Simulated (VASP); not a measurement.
Set up this calculation in VASP 6.6.1, as the native input.

- Task: single point
- Functional: PBE
- Potentials or basis: VASP PAW PBE potentials, release 64 (H)
- Cutoff: 520 eV
- k mesh: 14 × 14 × 34, shifted
- Occupations: gaussian, width 0.05 eV
- Spin: no spin polarisation
- Dipole correction: no
- Further INCAR settings: ALGO = Normal; EDIFF = 1e-06; NBANDS = 6

The structure of H lies in POSCAR:

```
H
1.0
    2.6903636863      0.0000000000      0.0000000000
    0.0000000000      2.6903636863      0.0000000000
    0.0000000000      0.0000000000      0.9808557024
H
1
Direct
    0.0000000000      0.0000000000      0.5000000000
```

One way to write it, as run:

INCAR

```
PREC     = Accurate       # precision mode
ENCUT    = 520            # plane-wave cutoff, eV
EDIFF    = 1E-6           # SCF threshold, eV
ISMEAR   = 0              # smearing method
SIGMA    = 0.05           # smearing width, eV
LREAL    = F              # projectors in reciprocal space
LASPH    = T              # aspherical terms in the spheres
NELM     = 80             # most SCF steps
ALGO     = Normal         # electronic algorithm
ISIF     = 2              # what is computed and relaxed
LWAVE    = F              # write WAVECAR
LCHARG   = F              # write CHGCAR
GGA      = PE             # functional
NBANDS   = 6              # bands
```

KPOINTS

```
Automatic mesh
0
Gamma
  14 14 34
  0.5 0.5 0.5
```

Potentials or basis: VASP PAW PBE potentials, release 64 (H).

Run with:

```sh
$ cat potpaw_PBE.64/H/POTCAR > POTCAR
$ mpirun -np 1 vasp_std > vasp.out
```

It gave:

```
Pressure               : 1.1 GPa
Band gap on the k mesh : zero (an odd number of electrons rules out a gap without spin polarisation)
```

Run time: 9 s on 1 thread of Intel(R) Xeon(R) Platinum 8488C (Sapphire Rapids) (shared host), peak memory 0.11 GiB.
